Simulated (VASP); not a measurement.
# BN (P6_3mc) in VASP: notebook

The runs below take BN through single point, with PBE.

All numbers are computed with VASP 6.6.1; they aren't measurements. Logs are shortened: lines on timing, memory, paths and dates and some standing lists are left out, and cuts for length are marked.

**1. The cell of the first run**

The structure is hexagonal, space group P6_3mc (No. 186). The conventional cell has a = 2.541 Å, b = 2.541 Å, c = 4.227 Å, α = 90.00°, β = 90.00°, γ = 120.00°. B (site symmetry 3m) has 4 N at 1.56 to 1.58 Å within 2.1 Å. Within 2.1 Å of N (site symmetry 3m) lie 4 B at 1.56 to 1.58 Å.

**2. Single point, PBE (strain -0.0050 x Voigt [1, 1, 0, 0, 0, 0])**

INCAR

```
PREC = Accurate
ENCUT = 520
EDIFF = 1E-6
ISMEAR = 0
SIGMA = 0.05
LREAL = F
LASPH = T
NELM = 100
ALGO = Normal
ISIF = 2
LWAVE = F
LCHARG = F
GGA = PE
NBANDS = 16
```

KPOINTS

```
regular mesh
0
Gamma
  12 12 6
```

POSCAR

```
BN
1.0
    2.5411699037      0.0000000000      0.0000000000
   -1.2705849519      2.2007176919      0.0000000000
    0.0000000000      0.0000000000      4.2268550000
B N
2 2
Direct
    0.6666666667      0.3333333333      0.9997240000
    0.3333333333      0.6666666667      0.4997240000
    0.6666666667      0.3333333333      0.6252760000
    0.3333333333      0.6666666667      0.1252760000
```

Potentials or basis: VASP PAW PBE potentials, release 64 (B, N).

Started as:

```console
$ cat potpaw_PBE.64/B/POTCAR potpaw_PBE.64/N/POTCAR > POTCAR
$ mpirun -np 1 vasp_std > vasp.out
```

OUTCAR:

```text
PREC = Accurate
   ENCUT = 520
   EDIFF = 1E-6
   ISMEAR = 0
   LREAL = F
   LASPH = T
   NELM = 100
   ISIF = 2
   GGA = PE

 ion  position               nearest neighbor table
   1  0.667  0.333  1.000-   4 1.56   4 1.56   4 1.56   3 1.58
   2  0.333  0.667  0.500-   3 1.56   3 1.56   3 1.56   4 1.58
   3  0.667  0.333  0.625-   2 1.56   2 1.56   2 1.56   1 1.58
   4  0.333  0.667  0.125-   1 1.56   1 1.56   1 1.56   2 1.58

  LATTYP: Found a hexagonal cell.
 ALAT       =     2.5411699037
 C/A-ratio  =     1.6633500160

  Lattice vectors:

 A1 = (   2.5411699037,   0.0000000000,   0.0000000000)
 A2 = (  -1.2705849519,   2.2007176919,   0.0000000000)
 A3 = (   0.0000000000,   0.0000000000,   4.2268550000)

Analysis of symmetry for initial positions (statically):
=====================================================================
 Subroutine PRICEL returns:
 Original cell was already a primitive cell.

 Routine SETGRP: Setting up the symmetry group for a
 hexagonal supercell.

 Subroutine GETGRP returns: Found 12 space group operations
 (whereof  6 operations were pure point group operations)
 out of a pool of 24 trial point group operations.

The static configuration has the point symmetry C_3v.
 The point group associated with its full space group is C_6v.

Analysis of symmetry for dynamics (positions and initial velocities):
=====================================================================
 Subroutine PRICEL returns:
 Original cell was already a primitive cell.

 Routine SETGRP: Setting up the symmetry group for a
 hexagonal supercell.

 Subroutine GETGRP returns: Found 12 space group operations
 (whereof  6 operations were pure point group operations)
 out of a pool of 24 trial point group operations.

The dynamic configuration has the point symmetry C_3v.
 The point group associated with its full space group is C_6v.

 Subroutine INISYM returns: Found 12 space group operations
 (whereof  6 operations are pure point group operations),
 and found     1 'primitive' translations

----------------------------------------------------------------------------------------

                                     Primitive cell

[... 86 lines left out ...]
   ISTART =      0    job   : 0-new  1-cont  2-samecut
   ICHARG =      2    charge: 1-file 2-atom 10-const
   ISPIN  =      1    spin polarized calculation?
   LNONCOLLINEAR =      F non collinear calculations
   LSORBIT =      F    spin-orbit coupling
   LASPH  =      T    aspherical Exc in radial PAW
   ENCUT  =  520.0 eV  38.22 Ry    6.18 a.u.   4.72  4.72  7.86*2*pi/ulx,y,z
   NELM   =    100;   NELMIN=  2; NELMDL= -5     # of ELM steps
   EDIFF  = 0.1E-05   stopping-criterion for ELM
   LREAL  =      F    real-space projection
   EDIFFG = 0.1E-04   stopping-criterion for IOM
   NSW    =      0    number of steps for IOM
   IBRION =     -1    ionic relax: 0-MD 1-quasi-New 2-CG
   NFREE  =      0    steps in history (QN), initial steepest desc. (CG)
   ISIF   =      2    stress and relaxation
   ISYM   =      2    0-nonsym 1-usesym 2-fastsym
   POTIM  = 0.5000    time-step for ionic-motion
   TEBEG  =    0.0;   TEEND  =   0.0 temperature during run
   PSTRESS=    0.0 pullay stress
   NELECT =      16.0000    total number of electrons
   NUPDOWN=      -1.0000    fix difference up-down
   EMIN   =  10.00;   EMAX   =-10.00  energy-range for DOS
   EFERMI =   0.00;   METHOD = LEGACY
   ISMEAR =     0;   SIGMA  =   0.05  broadening in eV -4-tet -1-fermi 0-gaus
   EFERMI_NEDOS =   21; number of points for ismear=-14 and -15
   IALGO  =     38    algorithm
   IMIX   =      4    mixing-type and parameters
     AMIX     =   0.40;   BMIX     =  1.00
     AMIX_MAG =   1.60;   BMIX_MAG =  1.00
  volume/ion in A,a.u.               =       5.91        39.88
  Fermi-wavevector in a.u.,A,eV,Ry     =   1.437396  2.716284 28.111087  2.066107
  Thomas-Fermi vector in A             =   2.556478
   LORBIT       =      0    0 simple, 1 ext, 2 COOP (PROOUT), +10 PAW based schemes
   GGA     = PE    functional components
   LHFCALC =     F    Hartree Fock is set to
   AEXX    =    0.0000 exact exchange contribution
   IVDW    =     0    specifies the selected vdW correction
   LEPSILON=     F    determine dielectric tensor
   LRPA    =     F    only Hartree local field effects (RPA)
 non-spin polarized calculation
 Gauss-broadening in eV      SIGMA  =   0.05
  energy-cutoff  :      520.00
  volume of cell :       23.64
 maximum number of plane-waves:       652
 NGX is ok and might be reduce to    20
   NGX =  9   NGY =  9   NGZ = 15

 number of electron      16.0000000 magnetization

 Free energy of the ion-electron system (eV)
  ---------------------------------------------------
  ext. energy  EPLUGINS =         0.00000000
  ---------------------------------------------------
  free energy    TOTEN  =       -34.82765134 eV

  energy without entropy =      -34.82765134  energy(sigma->0) =      -34.82765134

 E-fermi :   7.8063     XC(G=0): -12.8110

 val. band max:        7.5612387104   @ k =   0.0000   0.0000   0.0000
 cond. band min:      12.7250828670   @ k =   0.3333   0.3333   0.0000
 fundamental gap:      5.1638441566
 Fermi energy:         7.8062703620

 k-point     1 :       0.0000    0.0000    0.0000
  band No.  band energies     occupation
      1     -12.8478      2.00000
      2      -8.7452      2.00000
      3      -3.3744      2.00000
      4       5.4779      2.00000
      5       5.4779      2.00000
      6       7.2647      2.00000
[... 433 lines left out ...]
      3      -1.2448      2.00000
      4       0.1754      2.00000
      5       1.5685      2.00000
      6       3.2961      2.00000
[... 8 lines left out ...]
     15      23.5834      0.00000
     16      23.8369      0.00000

 [... further k-points ...]
[... 5 lines left out ...]
  --------------------------------------------------------------------------------------
  -------------------------------------------------------------------------------------
  Total        0.8696381      0.8696381      0.0395135     -0.0000000      0.0000000      0.0000000
  in kB       58.9432090     58.9432090      2.6781891     -0.0000000      0.0000000      0.0000000
  external PRESSURE =      40.1882023 kB  Pullay stress =       0.0000000 kB

 VOLUME and BASIS-vectors are now :
 -----------------------------------------------------------------------------
  energy-cutoff  :      520.00
  volume of cell :       23.64
      direct lattice vectors                 reciprocal lattice vectors
     2.541169904  0.000000000  0.000000000     0.393519535  0.227198610  0.000000000
    -1.270584952  2.200717692  0.000000000     0.000000000  0.454397219  0.000000000
     0.000000000  0.000000000  4.226855000     0.000000000  0.000000000  0.236582518

 POSITION                                       TOTAL-FORCE (eV/Angst)
 -----------------------------------------------------------------------------------
      1.27058      0.73357      4.22569        -0.000000      0.000000      0.001751
     -0.00000      1.46715      2.11226        -0.000000      0.000000      0.001751
      1.27058      0.73357      2.64295        -0.000000     -0.000000     -0.001751
     -0.00000      1.46715      0.52952         0.000000      0.000000     -0.001751
 -----------------------------------------------------------------------------------
    total drift:                                0.000000      0.000000      0.000231

  FREE ENERGIE OF THE ION-ELECTRON SYSTEM (eV)
  ---------------------------------------------------
  free  energy   TOTEN  =       -34.8276513428 eV

  energy  without entropy=      -34.8276513428  energy(sigma->0) =      -34.82765134
```

It took 11 s on 1 thread of Intel Xeon 6975P-C (Granite Rapids), shared host; peak memory 0.14 GiB.

Results:

```yaml
Free_energy: -34.8277 eV
Pressure: 4.0 GPa
Band_gap_on_the_k_mesh: 5.16 eV, indirect (least direct gap 8.28 eV)
```

Caveat: the cell differs from its parent crystal (strain -0.0050 x Voigt [1, 1, 0, 0, 0, 0]). A k mesh can miss the band edges.

**3. Single point, PBE (strain +0.0050 x Voigt [1, 1, 0, 0, 0, 0])**

INCAR

```
PREC     = Accurate       # precision mode
ENCUT    = 520            # plane-wave cutoff, eV
EDIFF    = 1E-7           # SCF threshold, eV
ISMEAR   = 0              # smearing method
SIGMA    = 0.05           # smearing width, eV
LREAL    = False          # projectors in reciprocal space
LASPH    = True           # aspherical terms in the spheres
NELM     = 100            # most SCF steps
ALGO     = Normal         # electronic algorithm
ISIF     = 2              # what is computed and relaxed
LWAVE    = False          # write WAVECAR
LCHARG   = False          # write CHGCAR
GGA      = PE             # functional
NBANDS   = 16             # bands
```

KPOINTS is that of step 2.

POSCAR, as its differences from that of step 2:

```diff
@@ -2,4 +2,4 @@
 1.0
-    2.5411699037      0.0000000000      0.0000000000
-   -1.2705849519      2.2007176919      0.0000000000
+    2.5667092997      0.0000000000      0.0000000000
+   -1.2833546499      2.2228354577      0.0000000000
     0.0000000000      0.0000000000      4.2268550000
```

Potentials or basis: VASP PAW PBE potentials, release 64 (B, N).

Started as:

```console
$ cat potpaw_PBE.64/B/POTCAR potpaw_PBE.64/N/POTCAR > POTCAR
$ mpirun -np 1 vasp_std > vasp.out
```

Run time: 12 s. Hardware: 1 thread of Intel Xeon 6975P-C (Granite Rapids), shared host; peak memory 0.14 GiB.

The run converged. Its results:

| Property | Result |
| --- | --- |
| Free energy | -34.8299 eV |
| Pressure | -3.5 GPa |
| Largest force | 0.024 eV/Å |
| Band gap on the k mesh | 5.23 eV, indirect (least direct gap 8.17 eV) |

Forces in eV/Å, atoms in the order of the input:
```
B    0.000  0.000  0.024
B    0.000  0.000  0.024
N    0.000  0.000 -0.024
N    0.000  0.000 -0.024
```

Stress tensor (GPa, compression positive):
```
-4.73  0.00  0.00
 0.00 -4.73  0.00
 0.00  0.00 -0.89
```

Levels at points of the mesh, in eV from the valence-band top:
| k point | band 4 | band 5 | band 6 | band 7 | band 8 | band 9 | band 10 | band 11 | band 12 | band 13 |
| --- | --- | --- | --- | --- | --- | --- | --- | --- | --- | --- |
| (0.00, 0.00, 0.00) | -2.11 | -2.11 | -0.26 | 0.00 | 0.00 | 8.25 | 8.25 | 8.63 | 9.20 | 10.42 |
| (0.50, 0.00, 0.00) | -7.65 | -6.81 | -4.91 | -4.33 | -2.05 | 6.60 | 7.93 | 10.46 | 11.27 | 12.82 |
| (0.00, 0.00, 0.50) | -5.59 | -1.17 | -1.17 | -1.17 | -1.17 | 9.25 | 9.25 | 9.79 | 9.79 | 9.79 |
| (0.50, 0.00, 0.50) | -9.85 | -3.70 | -3.70 | -3.49 | -3.49 | 6.53 | 6.53 | 9.93 | 9.93 | 14.07 |

Caveat: the cell differs from its parent crystal (strain +0.0050 x Voigt [1, 1, 0, 0, 0, 0]). A k mesh can miss the band edges.

**4. Single point, PBE (strain +0.0150 x Voigt [1, 1, 0, 0, 0, 0])**

INCAR

```
SYSTEM = BN
  PREC = Accurate
  ENCUT = 520
  EDIFF = 1E-6
  ISMEAR = 0
  SIGMA = 0.05
  LREAL = .False.
  LASPH = .True.
  NELM = 60
  ALGO = Normal
  ISIF = 2
  LWAVE = .False.
  LCHARG = .True.
  GGA = PE
  LELF = .True.
  LVHAR = .True.
  NBANDS = 16
```

KPOINTS

```
Automatic mesh
0
Gamma
  12 12 6
  0 0 0
```

POSCAR, as its differences from that of step 3:

```diff
@@ -2,4 +2,4 @@
 1.0
-    2.5667092997      0.0000000000      0.0000000000
-   -1.2833546499      2.2228354577      0.0000000000
+    2.5922486957      0.0000000000      0.0000000000
+   -1.2961243479      2.2449532234      0.0000000000
     0.0000000000      0.0000000000      4.2268550000
```

Started as:

```console
$ cat potpaw_PBE.64/B/POTCAR potpaw_PBE.64/N/POTCAR > POTCAR
$ mpirun -np 1 vasp_std > vasp.out
```

Run time: 11 s. Hardware: 1 thread of Intel Xeon 6975P-C (Granite Rapids), shared host; peak memory 0.13 GiB.

Results (log left out):

| Item | Value |
| --- | --- |
| Free energy | -34.8017 eV |
| Pressure | -10.2 GPa |
| Largest force | 0.033 eV/Å |
| Band gap on the k mesh | 5.29 eV, indirect (least direct gap 8.00 eV) |

Forces in eV/Å, atoms in the order of the input:
```
B    0.000  0.000  0.033
B    0.000  0.000  0.033
N    0.000  0.000 -0.033
N    0.000  0.000 -0.033
```

Stress tensor (GPa, compression positive):
```
-14.34   0.00   0.00
  0.00 -14.34   0.00
  0.00   0.00  -1.97
```

Levels at points of the mesh, in eV from the valence-band top:
| k point | band 6 | band 7 | band 8 | band 9 | band 10 | band 11 |
| --- | --- | --- | --- | --- | --- | --- |
| (0.00, 0.00, 0.00) | -0.23 | 0.00 | 0.00 | 8.08 | 8.08 | 8.77 |
| (0.50, 0.00, 0.00) | -4.86 | -4.25 | -1.97 | 6.43 | 7.93 | 10.29 |
| (0.00, 0.00, 0.50) | -1.19 | -1.19 | -1.19 | 8.93 | 8.93 | 9.63 |
| (0.50, 0.00, 0.50) | -3.64 | -3.38 | -3.38 | 6.48 | 6.48 | 9.85 |

Caveat: the cell differs from its parent crystal (strain +0.0150 x Voigt [1, 1, 0, 0, 0, 0]). A k mesh can miss the band edges.

**5. Single point, PBE (strain +0.0200 x Voigt [1, 1, 0, 0, 0, 0])**

INCAR

```
SYSTEM = BN
  PREC = Accurate
  ENCUT = 520
  EDIFF = 1E-7
  ISMEAR = 0
  SIGMA = 0.05
  LREAL = .FALSE.
  LASPH = .TRUE.
  NELM = 80
  ALGO = Normal
  ISIF = 2
  LWAVE = .FALSE.
  LCHARG = .TRUE.
  GGA = PE
  LELF = .TRUE.
  LVHAR = .TRUE.
  NBANDS = 16
```

KPOINTS

```
regular mesh
0
G
  12 12 6
  0 0 0
```

POSCAR, as its differences from that of step 4:

```diff
@@ -2,4 +2,4 @@
 1.0
-    2.5922486957      0.0000000000      0.0000000000
-   -1.2961243479      2.2449532234      0.0000000000
+    2.6050183937      0.0000000000      0.0000000000
+   -1.3025091969      2.2560121063      0.0000000000
     0.0000000000      0.0000000000      4.2268550000
```

Potentials or basis: VASP PAW PBE potentials, release 64 (B, N).

Started as:

```console
$ cat potpaw_PBE.64/B/POTCAR potpaw_PBE.64/N/POTCAR > POTCAR
$ mpirun -np 1 vasp_std > vasp.out
```

OUTCAR:

```text
SYSTEM = BN
   PREC = Accurate
   ENCUT = 520
   EDIFF = 1E-7
   ISMEAR = 0
   LREAL = .FALSE.
   LASPH = .TRUE.
   NELM = 80
   ISIF = 2
   GGA = PE

 ion  position               nearest neighbor table
   1  0.667  0.333  1.000-   3 1.58   4 1.59   4 1.59   4 1.59
   2  0.333  0.667  0.500-   4 1.58   3 1.59   3 1.59   3 1.59
   3  0.667  0.333  0.625-   1 1.58   2 1.59   2 1.59   2 1.59
   4  0.333  0.667  0.125-   2 1.58   1 1.59   1 1.59   1 1.59

  LATTYP: Found a hexagonal cell.
 ALAT       =     2.6050183937
 C/A-ratio  =     1.6225816333

  Lattice vectors:

 A1 = (   2.6050183937,   0.0000000000,   0.0000000000)
 A2 = (  -1.3025091969,   2.2560121063,   0.0000000000)
 A3 = (   0.0000000000,   0.0000000000,   4.2268550000)

Analysis of symmetry for initial positions (statically):
=====================================================================
 Subroutine PRICEL returns:
 Original cell was already a primitive cell.

 Routine SETGRP: Setting up the symmetry group for a
 hexagonal supercell.

 Subroutine GETGRP returns: Found 12 space group operations
[... 167 lines left out ...]
  ---------------------------------------------------
  free energy    TOTEN  =       -34.77689462 eV

  energy without entropy =      -34.77689462  energy(sigma->0) =      -34.77689462

 E-fermi :   7.1889     XC(G=0): -12.5651

 val. band max:        6.9373788153   @ k =   0.0000   0.0000   0.0000
 cond. band min:      12.2512009985   @ k =   0.3333   0.3333   0.0000
 fundamental gap:      5.3138221832
 Fermi energy:         7.1888999027

 k-point     1 :       0.0000    0.0000    0.0000
  band No.  band energies     occupation
      1     -12.8937      2.00000
      2      -8.8083      2.00000
      3      -3.4712      2.00000
      4       4.7785      2.00000
      5       4.7785      2.00000
      6       6.7224      2.00000
[... 433 lines left out ...]
      3      -1.5701      2.00000
      4      -0.0748      2.00000
      5       1.2172      2.00000
      6       2.7550      2.00000
[... 8 lines left out ...]
     15      22.3072      0.00000
     16      22.5647      0.00000

 [... further k-points ...]
[... 5 lines left out ...]
  --------------------------------------------------------------------------------------
  -------------------------------------------------------------------------------------
  Total       -2.9158808     -2.9158808     -0.3862493      0.0000000      0.0000000      0.0000000
  in kB     -188.0662101   -188.0662101    -24.9120054      0.0000000      0.0000000      0.0000000
  external PRESSURE =    -133.6814752 kB  Pullay stress =       0.0000000 kB

 VOLUME and BASIS-vectors are now :
 -----------------------------------------------------------------------------
  energy-cutoff  :      520.00
  volume of cell :       24.84
      direct lattice vectors                 reciprocal lattice vectors
     2.605018394  0.000000000  0.000000000     0.383874449  0.221630016  0.000000000
    -1.302509197  2.256012106  0.000000000     0.000000000  0.443260033  0.000000000
     0.000000000  0.000000000  4.226855000     0.000000000  0.000000000  0.236582518

 POSITION                                       TOTAL-FORCE (eV/Angst)
 -----------------------------------------------------------------------------------
      1.30251      0.75200      4.22569        -0.000000      0.000000      0.034317
     -0.00000      1.50401      2.11226        -0.000000     -0.000000      0.034317
      1.30251      0.75200      2.64295         0.000000     -0.000000     -0.034317
     -0.00000      1.50401      0.52952         0.000000      0.000000     -0.034317
 -----------------------------------------------------------------------------------
    total drift:                               -0.000000     -0.000000     -0.000039

  FREE ENERGIE OF THE ION-ELECTRON SYSTEM (eV)
  ---------------------------------------------------
  free  energy   TOTEN  =       -34.7768946186 eV

  energy  without entropy=      -34.7768946186  energy(sigma->0) =      -34.77689462
```

stdout:

```text
POSCAR found type information on POSCAR B N
 POSCAR found :  2 types and       4 ions
 scaLAPACK will be used
 LDA part: xc-table for (Slater+PW92), standard interpolation
 POSCAR, INCAR and KPOINTS ok, starting setup
 FFT: planning ... GRIDC
 FFT: planning ... GRID_SOFT
 FFT: planning ... GRID
 WAVECAR not read
 entering main loop
```

It took 12 s on 1 thread of Intel Xeon 6975P-C (Granite Rapids), shared host; peak memory 0.14 GiB.

Results:

```yaml
Free_energy: -34.7769 eV
Pressure: -13.4 GPa
Largest_force: 0.034 eV/Å
Band_gap_on_the_k_mesh: 5.31 eV, indirect (least direct gap 7.91 eV)
```

Forces on the atoms (eV/Å):
```
B    0.000  0.000  0.034
B    0.000  0.000  0.034
N    0.000  0.000 -0.034
N    0.000  0.000 -0.034
```

Levels at points of the mesh, in eV from the valence-band top:
```csv
k point,band 6,band 7,band 8,band 9,band 10,band 11
"(0.00, 0.00, 0.00)",-0.21,0.00,0.00,8.00,8.00,8.57
"(0.50, 0.00, 0.00)",-4.84,-4.22,-1.94,6.35,7.92,10.21
"(0.00, 0.00, 0.50)",-1.20,-1.20,-1.20,8.77,8.77,9.54
"(0.50, 0.00, 0.50)",-3.62,-3.33,-3.33,6.45,6.45,9.82
```

Caveat: the cell differs from its parent crystal (strain +0.0200 x Voigt [1, 1, 0, 0, 0, 0]). A k mesh can miss the band edges.

**6. The runs side by side**

```tsv
cell	gap on the mesh (eV)	pressure (GPa)	largest force (eV/Å)
a = 2.541, b = 2.541, c = 4.227 Å, angles 90.0, 90.0, 120.0°, 4 atoms	5.16	4.0	-
a = 2.567, b = 2.567, c = 4.227 Å, angles 90.0, 90.0, 120.0°, 4 atoms	5.23	-3.5	0.02
a = 2.592, b = 2.592, c = 4.227 Å, angles 90.0, 90.0, 120.0°, 4 atoms	5.29	-10.2	0.03
a = 2.605, b = 2.605, c = 4.227 Å, angles 90.0, 90.0, 120.0°, 4 atoms	5.31	-13.4	0.03
```

Alike in all rows: task single point; level PBE; potentials or basis VASP PAW PBE potentials, release 64 (B, N); no spin polarisation; k mesh 12 × 12 × 6; cutoff (eV) 520; smearing gaussian 0.05 eV.

Total energies depend on the potentials used, so only differences within one code and one set of settings carry meaning.
